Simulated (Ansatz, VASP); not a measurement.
# Fe: VASP beside Ansatz

```
CELL_PARAMETERS angstrom
-1.22571 1.22571 3.62528
1.22571 -1.22571 3.62528
1.22571 1.22571 -3.62528
ATOMIC_POSITIONS crystal
Fe 0.85177 0.85177 0.00000
Fe 0.14823 0.14823 0.00000
```

Alike in both runs: functional PBEsol; k mesh 10 × 10 × 10; occupations gaussian, width 0.1 eV; no spin polarisation.

Ansatz relaxed the structure, and its values are those at the end. VASP's run is a single point on that final structure, the one shown.

|  | VASP | Ansatz |
| --- | --- | --- |
| version | VASP 6.6.1 | Ansatz 0.2.0 |
| potentials or method | VASP PAW PBE potentials, release 64 (Fe_sv), cutoff 600 eV | scalar-relativistic, plane waves, PAW |
| valence electrons in the cell | 32 | 32 |

```tsv
	VASP	Ansatz	Ansatz less VASP
gap on the k mesh at the Fermi level (eV)	none	none	-
pressure (GPa)	-3.8	-0.1	+3.68
rms of the force components (eV/Å)	0.015	0.012	-0.0031
```

VASP's potentials were made for PBE, not for PBEsol. A gap of «none» marks a metal or a gap that the smearing closes. The functional is the same, so the differences come from potentials, cutoffs and numerics.

The k mesh is coarse, so the values compare programs but aren't converged.
